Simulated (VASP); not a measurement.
# Lu (P6_3/mmc) in VASP: further runs

The runs below take Lu through single point, relaxation of cell and atoms, with PBEsol.

Everything below comes from runs of VASP 6.6.1. Logs are shortened: lines on timing, memory, paths and dates and some standing lists are left out, and cuts for length are marked.

**1. The cell of the first run**

Symmetry: P6_3/mmc, No. 194, hexagonal system. Conventional cell: a = 3.445 Å, b = 3.445 Å, c = 5.339 Å, α = 90.00°, β = 90.00°, γ = 120.00°. Within 4.4 Å of Lu (site symmetry -6m2) lie 12 Lu at 3.33 to 3.44 Å.

**2. Single point, PBEsol**

Input file INCAR:

```
SYSTEM = Lu
ALGO = Normal
EDIFF = 1E-6
ENCUT = 520
GGA = PS
ISIF = 2
ISMEAR = 1
LASPH = .TRUE.
LCHARG = .FALSE.
LREAL = .FALSE.
LWAVE = .FALSE.
NBANDS = 32
NELM = 100
PREC = Accurate
SIGMA = 0.1
```

Input file KPOINTS:

```
k-points
0
G
  7 7 4
  0 0 0
```

Input file POSCAR:

```
Lu
1.0
    3.4445196982      0.0000000000      0.0000000000
   -1.7222598491      2.9830415625      0.0000000000
    0.0000000000      0.0000000000      5.3389819148
Lu
2
Direct
    0.3333333333      0.6666666667      0.2500000000
    0.6666666667      0.3333333333      0.7500000000
```

Potentials or basis: VASP PAW PBE potentials, release 64 (Lu).

Run with:

```bash
$ cat potpaw_PBE.64/Lu/POTCAR > POTCAR
$ mpirun -np 1 vasp_std > vasp.out
```

OUTCAR:

```text
SYSTEM = Lu
   EDIFF = 1E-6
   ENCUT = 520
   GGA = PS
   ISIF = 2
   ISMEAR = 1
   LASPH = .TRUE.
   LREAL = .FALSE.
   NELM = 100
   PREC = Accurate

 ion  position               nearest neighbor table
   1  0.333  0.667  0.250-   2 3.33   2 3.33   2 3.33   2 3.33   2 3.33   2 3.33
   2  0.667  0.333  0.750-   1 3.33   1 3.33   1 3.33   1 3.33   1 3.33   1 3.33

  LATTYP: Found a hexagonal cell.
 ALAT       =     3.4445196982
 C/A-ratio  =     1.5499931435

  Lattice vectors:

 A1 = (   3.4445196982,   0.0000000000,   0.0000000000)
 A2 = (  -1.7222598491,   2.9830415625,   0.0000000000)
 A3 = (   0.0000000000,   0.0000000000,   5.3389819148)

Analysis of symmetry for initial positions (statically):
=====================================================================
 Subroutine PRICEL returns:
 Original cell was already a primitive cell.

 Routine SETGRP: Setting up the symmetry group for a
 hexagonal supercell.

 Subroutine GETGRP returns: Found 24 space group operations
 (whereof 12 operations were pure point group operations)
 out of a pool of 24 trial point group operations.

The static configuration has the point symmetry D_3d.
 The point group associated with its full space group is D_6h.

Analysis of symmetry for dynamics (positions and initial velocities):
=====================================================================
 Subroutine PRICEL returns:
 Original cell was already a primitive cell.

 Routine SETGRP: Setting up the symmetry group for a
 hexagonal supercell.

 Subroutine GETGRP returns: Found 24 space group operations
 (whereof 12 operations were pure point group operations)
 out of a pool of 24 trial point group operations.

The dynamic configuration has the point symmetry D_3d.
 The point group associated with its full space group is D_6h.

 Subroutine INISYM returns: Found 24 space group operations
 (whereof 12 operations are pure point group operations),
 and found     1 'primitive' translations

----------------------------------------------------------------------------------------

                                     Primitive cell

  volume of cell :      54.8588

  direct lattice vectors                    reciprocal lattice vectors
     3.444519698  0.000000000  0.000000000     0.290316238  0.167614158  0.000000000
    -1.722259849  2.983041562  0.000000000     0.000000000  0.335228316  0.000000000
     0.000000000  0.000000000  5.338981915     0.000000000  0.000000000  0.187301627

  length of vectors
     3.444519698  3.444519698  5.338981915     0.335228316  0.335228316  0.187301627

  position of ions in fractional coordinates (direct lattice)
     0.333333333  0.666666667  0.250000000
     0.666666667  0.333333333  0.750000000

  ion indices of the primitive-cell ions
   primitive index   ion index
                 1           1
                 2           2

----------------------------------------------------------------------------------------

 KPOINTS: k-points

Automatic generation of k-mesh.
 Grid dimensions read from file:
 generate k-points for:    7    7    4

 Generating k-lattice:

  Cartesian coordinates                     Fractional coordinates (reciprocal lattice)
     0.041473748  0.023944880  0.000000000     0.142857143  0.000000000  0.000000000
     0.000000000  0.047889759  0.000000000     0.000000000  0.142857143  0.000000000
     0.000000000  0.000000000  0.046825407     0.000000000  0.000000000  0.250000000

  Length of vectors
     0.047889759  0.047889759  0.046825407

  Shift w.r.t. Gamma in fractional coordinates (k-lattice)
     0.000000000  0.000000000  0.000000000

 Subroutine IBZKPT returns following result:
 ===========================================

 Found     24 irreducible k-points:

 Following reciprocal coordinates:
            Coordinates               Weight
  0.000000  0.000000  0.000000      1.000000
  0.142857 -0.000000  0.000000      6.000000
  0.285714  0.000000  0.000000      6.000000
  0.428571 -0.000000  0.000000      6.000000
  0.142857  0.142857  0.000000      6.000000
  0.285714  0.142857  0.000000     12.000000
[... 16 lines left out ...]
  0.428571  0.142857  0.500000      6.000000
  0.285714  0.285714  0.500000      6.000000
   k-points           NKPTS =     24   k-points in BZ     NKDIM =     24   number of bands    NBANDS=     32
   number of dos      NEDOS =    301   number of ions     NIONS =      2
   total plane-waves  NPLWV =  31360
   dimension x,y,z NGX =    28 NGY =   28 NGZ =   40
   dimension x,y,z NGXF=    56 NGYF=   56 NGZF=   80
   ions per type =               2
   NGX,Y,Z   is equivalent  to a cutoff of  13.51, 13.51, 12.46 a.u.
   NGXF,Y,Z  is equivalent  to a cutoff of  27.03, 27.03, 24.91 a.u.
 SYSTEM =  Lu
   PREC   = accura    normal or accurate (medium, high low for compatibility)
   ISTART =      0    job   : 0-new  1-cont  2-samecut
   ICHARG =      2    charge: 1-file 2-atom 10-const
   ISPIN  =      1    spin polarized calculation?
   LNONCOLLINEAR =      F non collinear calculations
   LSORBIT =      F    spin-orbit coupling
   LASPH  =      T    aspherical Exc in radial PAW
   ENCUT  =  520.0 eV  38.22 Ry    6.18 a.u.   6.40  6.40  9.93*2*pi/ulx,y,z
   NELM   =    100;   NELMIN=  2; NELMDL= -5     # of ELM steps
   EDIFF  = 0.1E-05   stopping-criterion for ELM
   LREAL  =      F    real-space projection
   EDIFFG = 0.1E-04   stopping-criterion for IOM
   NSW    =      0    number of steps for IOM
   IBRION =     -1    ionic relax: 0-MD 1-quasi-New 2-CG
   NFREE  =      0    steps in history (QN), initial steepest desc. (CG)
   ISIF   =      2    stress and relaxation
   ISYM   =      2    0-nonsym 1-usesym 2-fastsym
   POTIM  = 0.5000    time-step for ionic-motion
   TEBEG  =    0.0;   TEEND  =   0.0 temperature during run
   PSTRESS=    0.0 pullay stress
   NELECT =      50.0000    total number of electrons
   NUPDOWN=      -1.0000    fix difference up-down
   EMIN   =  10.00;   EMAX   =-10.00  energy-range for DOS
   EFERMI =   0.00;   METHOD = LEGACY
   ISMEAR =     1;   SIGMA  =   0.10  broadening in eV -4-tet -1-fermi 0-gaus
   EFERMI_NEDOS =   21; number of points for ismear=-14 and -15
   IALGO  =     38    algorithm
   IMIX   =      4    mixing-type and parameters
     AMIX     =   0.40;   BMIX     =  1.00
     AMIX_MAG =   1.60;   BMIX_MAG =  1.00
  volume/ion in A,a.u.               =      27.43       185.10
  Fermi-wavevector in a.u.,A,eV,Ry     =   1.587265  2.999495 34.278643  2.519409
  Thomas-Fermi vector in A             =   2.686449
   LORBIT       =      0    0 simple, 1 ext, 2 COOP (PROOUT), +10 PAW based schemes
   GGA     = PS    functional components
   LHFCALC =     F    Hartree Fock is set to
   AEXX    =    0.0000 exact exchange contribution
   IVDW    =     0    specifies the selected vdW correction
   LEPSILON=     F    determine dielectric tensor
   LRPA    =     F    only Hartree local field effects (RPA)
 non-spin polarized calculation
 Methfessel and Paxton  Order N= 1 SIGMA  =   0.10
  energy-cutoff  :      520.00
  volume of cell :       54.86
 maximum number of plane-waves:      1492
 NGX is ok and might be reduce to    28
   NGX = 13   NGY = 13   NGZ = 19

 number of electron      50.0000014 magnetization

 Free energy of the ion-electron system (eV)
  ---------------------------------------------------
  ext. energy  EPLUGINS =         0.00000000
  ---------------------------------------------------
  free energy    TOTEN  =        -9.91581799 eV

  energy without entropy =       -9.91512123  energy(sigma->0) =       -9.91558574

 E-fermi :   2.3015     XC(G=0): -11.0685

 val. band max:        2.2982127288   @ k =   0.2857   0.2857   0.5000
 cond. band min:       2.3693234190   @ k =   0.2857   0.1429   0.2500
 fundamental gap:      0.0711106902
 Fermi energy:         2.3015262659

 k-point     1 :       0.0000    0.0000    0.0000
  band No.  band energies     occupation
      1     -53.7408      2.00000
      2     -53.6919      2.00000
      3     -24.7547      2.00000
      4     -24.2415      2.00000
      5     -24.2415      2.00000
      6     -24.1344      2.00000
[... 24 lines left out ...]
     31       5.8203      0.00000
     32       5.8203      0.00000

 k-point     2 :       0.1429   -0.0000    0.0000
  band No.  band energies     occupation
      1     -53.7348      2.00000
      2     -53.6902      2.00000
      3     -24.7154      2.00000
      4     -24.3160      2.00000
      5     -24.2673      2.00000
      6     -24.2130      2.00000
[... 24 lines left out ...]
     31       5.7162      0.00000
     32       5.7815      0.00000

 k-point     3 :       0.2857    0.0000    0.0000
  band No.  band energies     occupation
      1     -53.7203      2.00000
      2     -53.6874      2.00000
      3     -24.6130      2.00000
      4     -24.4847      2.00000
      5     -24.3794      2.00000
      6     -24.3218      2.00000
[... 24 lines left out ...]
     31       6.8043      0.00000
     32       7.0600      0.00000

 k-point     4 :       0.4286   -0.0000    0.0000
  band No.  band energies     occupation
      1     -53.7064      2.00000
      2     -53.6873      2.00000
      3     -24.6203      2.00000
      4     -24.5045      2.00000
      5     -24.4983      2.00000
      6     -24.3631      2.00000
[... 24 lines left out ...]
     31       8.4263      0.00000
     32       8.6278      0.00000

 k-point     5 :       0.1429    0.1429    0.0000
  band No.  band energies     occupation
      1     -53.7245      2.00000
      2     -53.6880      2.00000
      3     -24.6442      2.00000
      4     -24.4078      2.00000
      5     -24.3815      2.00000
      6     -24.2714      2.00000
[... 584 lines left out ...]
     31       7.5856      0.00000
     32       7.5856      0.00000

 k-point    22 :       0.2857    0.1429    0.5000
  band No.  band energies     occupation
      1     -53.6984      2.00000
      2     -53.6984      2.00000
      3     -24.6259      2.00000
      4     -24.6259      2.00000
      5     -24.3310      2.00000
      6     -24.3310      2.00000
[... 24 lines left out ...]
     31       8.1292      0.00000
     32       8.1292      0.00000

 k-point    23 :       0.4286    0.1429    0.5000
  band No.  band energies     occupation
      1     -53.6949      2.00000
      2     -53.6949      2.00000
      3     -24.6724      2.00000
      4     -24.6724      2.00000
      5     -24.3590      2.00000
      6     -24.3590      2.00000
[... 24 lines left out ...]
     31       8.4912      0.00000
     32       8.4912      0.00000

 k-point    24 :       0.2857    0.2857    0.5000
  band No.  band energies     occupation
      1     -53.6941      2.00000
      2     -53.6941      2.00000
      3     -24.6327      2.00000
      4     -24.6327      2.00000
      5     -24.4324      2.00000
      6     -24.4324      2.00000
[... 24 lines left out ...]
     31       8.1555      0.00000
     32       8.1555      0.00000

------------------------ aborting loop because EDIFF is reached ----------------------------------------

  FORCE on cell =-STRESS in cart. coord.  units (eV):
  Direction    XX          YY          ZZ          XY          YZ          ZX
  --------------------------------------------------------------------------------------
  -------------------------------------------------------------------------------------
  Total        0.0224789      0.0224789      0.1024489      0.0000000      0.0000000      0.0000000
  in kB        0.6565073      0.6565073      2.9920674      0.0000000      0.0000000      0.0000000
  external PRESSURE =       1.4350273 kB  Pullay stress =       0.0000000 kB

 VOLUME and BASIS-vectors are now :
 -----------------------------------------------------------------------------
  energy-cutoff  :      520.00
  volume of cell :       54.86
      direct lattice vectors                 reciprocal lattice vectors
     3.444519698  0.000000000  0.000000000     0.290316238  0.167614158  0.000000000
    -1.722259849  2.983041562  0.000000000     0.000000000  0.335228316  0.000000000
     0.000000000  0.000000000  5.338981915     0.000000000  0.000000000  0.187301627

 POSITION                                       TOTAL-FORCE (eV/Angst)
 -----------------------------------------------------------------------------------
     -0.00000      1.98869      1.33475         0.000000     -0.000000      0.000000
      1.72226      0.99435      4.00424        -0.000000      0.000000      0.000000
 -----------------------------------------------------------------------------------
    total drift:                               -0.000000      0.000000     -0.000000

  FREE ENERGIE OF THE ION-ELECTRON SYSTEM (eV)
  ---------------------------------------------------
  free  energy   TOTEN  =        -9.9158179908 eV

  energy  without entropy=       -9.9151212278  energy(sigma->0) =       -9.91558574
```

Wall time 24 s (1 thread of Intel Xeon Platinum 8559C (Emerald Rapids), shared host); peak memory 0.18 GiB.

Results:

| Quantity | Value |
| --- | --- |
| Free energy | -9.9158 eV |
| Pressure | 0.1 GPa |
| Band gap on the k mesh | zero (band 25 reaches 3.59 eV, above the bottom of band 26 at 1.69 eV) |

Stress tensor (GPa, compression positive):
```
0.07 0.00 0.00
0.00 0.07 0.00
0.00 0.00 0.30
```

Levels at points of the mesh, in eV from the Fermi level:
```csv
k point,band 23,band 24,band 25,band 26,band 27,band 28
"(0.00, 0.00, 0.00)",-4.72,-2.49,0.96,2.20,2.20,2.75
"(0.00, 0.00, 0.50)",-4.39,-4.39,1.28,1.28,2.09,2.09
```

Caveat: the PAW data sets were made with another functional, which shifts forces and pressure a little; spin-orbit coupling is left out, which moves the levels of the heavy elements.

**3. Relaxation of cell and atoms, PBEsol**

This run uses another cell than the first one, of 29.50 Å³/atom, 1.075 times its volume.

Input file INCAR:

```
PREC = Accurate
ENCUT = 600
EDIFF = 1E-6
ISMEAR = 1
SIGMA = 0.1
LREAL = F
LASPH = T
NELM = 60
ALGO = Normal
ISIF = 3
LWAVE = F
LCHARG = F
GGA = PS
IBRION = 2
NSW = 60
EDIFFG = -0.01
```

Input file KPOINTS:

```
regular mesh
0
Gamma
  7 7 4
```

Input file POSCAR:

```
Lu
1.0
    3.5031000000      0.0000000000      0.0000000000
   -1.7515500000      3.0337735900      0.0000000000
    0.0000000000      0.0000000000      5.5509000000
Lu
2
Direct
    0.3333333333      0.6666666667      0.2500000000
    0.6666666667      0.3333333333      0.7500000000
```

Potentials or basis: VASP PAW PBE potentials, release 64 (Lu).

Run with:

```bash
$ cat potpaw_PBE.64/Lu/POTCAR > POTCAR
$ mpirun -np 1 vasp_std > vasp.out
```

Run time: 4.5 min. Hardware: 1 thread of Intel Xeon Platinum 8559C (Emerald Rapids), shared host; peak memory 0.23 GiB.

The run converged. Its results:

| Item | Value |
| --- | --- |
| Free energy | -9.9178 eV |
| Relaxed volume | 27.57 Å³/atom |
| Relaxed cell | a = 3.446 Å, b = 3.446 Å, c = 5.361 Å, α = 90.00°, β = 90.00°, γ = 120.00° |
| Space group after relaxing (to 0.05 Å) | P6_3/mmc (No. 194) |
| Energy gained by relaxing | 21.5 meV/atom |
| Ionic steps | 18 |
| Pressure after relaxing | 0.0 GPa |
| Band gap on the k mesh | zero (band 25 reaches 3.55 eV, above the bottom of band 26 at 1.68 eV) |

The path:
```
step  energy change (eV)  largest force (eV/Å)  pressure (GPa)  volume (Å³)
   1              0.0000                0.0000           -2.94        58.99
   2             -0.0414                0.0000            0.76        54.48
   3             -0.0426                0.0000            0.07        55.08
   4             -0.0430                0.0000            0.49        55.14
   5             -0.0428                0.0000            0.36        55.22
   6             -0.0429                0.0000           -0.45        55.20
   7             -0.0430                0.0000           -0.49        55.16
   8             -0.0430                0.0000           -0.18        55.15
   9             -0.0428                0.0000            0.04        54.93
  10             -0.0430                0.0000            0.15        55.01
  11             -0.0430                0.0000            0.07        55.08
  12             -0.0430                0.0000            0.13        55.11
  13             -0.0430                0.0000            0.12        55.13
  14             -0.0430                0.0000           -0.08        55.14
  15             -0.0430                0.0000            0.08        55.14
  16             -0.0430                0.0000           -0.13        55.14
  17             -0.0430                0.0000            0.15        55.14
  18             -0.0430                0.0000            0.01        55.14
```

Final structure:
```xyz
2
Lattice="3.4461 0.0000 0.0000 -1.7231 2.9844 0.0000 0.0000 0.0000 5.3612" Properties=species:S:1:pos:R:3 pbc="T T T"
Lu    0.0000    1.9896    1.3403
Lu    1.7231    0.9948    4.0209
```

Levels at points of the mesh, in eV from the Fermi level:
| k point | band 21 | band 22 | band 23 | band 24 | band 25 | band 26 | band 27 | band 28 | band 29 | band 30 |
| --- | --- | --- | --- | --- | --- | --- | --- | --- | --- | --- |
| (0.00, 0.00, 0.00) | -4.75 | -4.73 | -4.72 | -2.49 | 0.91 | 2.21 | 2.21 | 2.71 | 3.00 | 3.00 |
| (0.00, 0.00, 0.50) | -4.73 | -4.73 | -4.39 | -4.39 | 1.26 | 1.26 | 2.10 | 2.10 | 2.10 | 2.10 |

Caveat: the PAW data sets were made with another functional, which shifts forces and pressure a little; spin-orbit coupling is left out, which moves the levels of the heavy elements.
